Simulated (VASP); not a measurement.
Ga3S, 4 atoms in the cell. It takes space group Pm-3m (No. 221, cubic). Conventional cell: a = 4.328 Å, b = 4.328 Å, c = 4.328 Å, α = 90.00°, β = 90.00°, γ = 90.00°. Within 4.0 Å of Ga (site symmetry 4/mmm) lie 8 Ga at 3.06 Å and 4 S at 3.06 Å. S (site symmetry m-3m) has 12 Ga at 3.06 Å within 4.0 Å. 

| Property | Result |
| --- | --- |
| Program | VASP 6.6.1 |
| Task | relaxation of cell and atoms |
| Functional | PBE |
| Potentials or basis | VASP PAW PBE potentials, release 64 (Ga_d, S) |
| Cutoff | 600 eV |
| k mesh | 12 × 12 × 12 |
| Occupations | gaussian, width 0.1 eV |
| Spin | no spin polarisation |
| Dipole correction | no |
| Further INCAR settings | ALGO = Normal; EDIFF = 1e-06; IBRION = 2; EDIFFG = -0.01; NSW = 100; ISIF = 3 |

Potentials or basis: VASP PAW PBE potentials, release 64 (Ga_d, S).

Run with:

```sh
$ cat potpaw_PBE.64/Ga_d/POTCAR potpaw_PBE.64/S/POTCAR > POTCAR
$ mpirun -np 1 vasp_std > vasp.out
```

Hardware: 1 thread of Intel(R) Xeon(R) 6975P-C (Granite Rapids), on a shared host.

Problem. Estimate the wall time of this run.

Solution. Run time: 2.6 min on 1 thread of Intel(R) Xeon(R) 6975P-C (Granite Rapids), with other jobs on the host, peak memory 0.34 GiB. Counts: scf iterations 27, k points 84, ion steps 3.
